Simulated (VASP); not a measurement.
# AgB2: single point with BLYP+D3(BJ)

AgB2:

```xyz
3
Lattice="2.9877 0.0000 0.0000 -1.4939 2.5874 0.0000 0.0000 0.0000 4.1598" Properties=species:S:1:pos:R:3 pbc="T T T"
Ag    0.0000    0.0000    0.0000
B     0.0000    1.7250    2.0799
B     1.4939    0.8625    2.0799
```

This cell differs from its parent crystal: volume scaled by 1.02.

```
Program             : VASP 6.6.1
Task                : single point
Functional          : BLYP
Dispersion          : D3(BJ)
Potentials or basis : VASP PAW PBE potentials, release 64 (Ag, B)
Cutoff              : 520 eV
k mesh              : 10 × 10 × 8
Occupations         : gaussian, width 0.05 eV
Spin                : no spin polarisation
```

```yaml
Pressure: -2.6 GPa
Dispersion_energy_per_atom: -0.709 eV
```

Stress tensor (GPa, compression positive):
```
-2.66  0.00  0.00
 0.00 -2.66  0.00
 0.00  0.00 -2.54
```

Levels at points of the mesh, in eV from the Fermi level:
| k point | band 4 | band 5 | band 6 | band 7 | band 8 | band 9 | band 10 | band 11 | band 12 | band 13 |
| --- | --- | --- | --- | --- | --- | --- | --- | --- | --- | --- |
| (0.00, 0.00, 0.00) | -4.79 | -3.83 | -3.83 | -3.73 | 0.84 | 1.23 | 1.23 | 8.00 | 8.00 | 10.22 |
| (0.50, 0.00, 0.00) | -5.59 | -4.11 | -3.27 | -2.72 | -1.60 | 2.66 | 2.88 | 3.82 | 5.86 | 8.19 |
| (0.00, 0.00, 0.50) | -4.71 | -4.71 | -3.93 | -3.93 | 0.99 | 0.99 | 6.81 | 8.98 | 8.98 | 9.62 |
| (0.50, 0.00, 0.50) | -4.67 | -4.02 | -3.26 | -2.89 | -2.21 | -0.50 | 1.57 | 7.00 | 8.87 | 9.26 |

Wall time 58 s on 1 thread of AMD EPYC 7R13, with other jobs on the host, peak memory 0.15 GiB.

Caveat: the PAW data sets were made with another functional, which shifts forces and pressure a little; pairwise dispersion overbinds metals, which lowers pressure and volume.
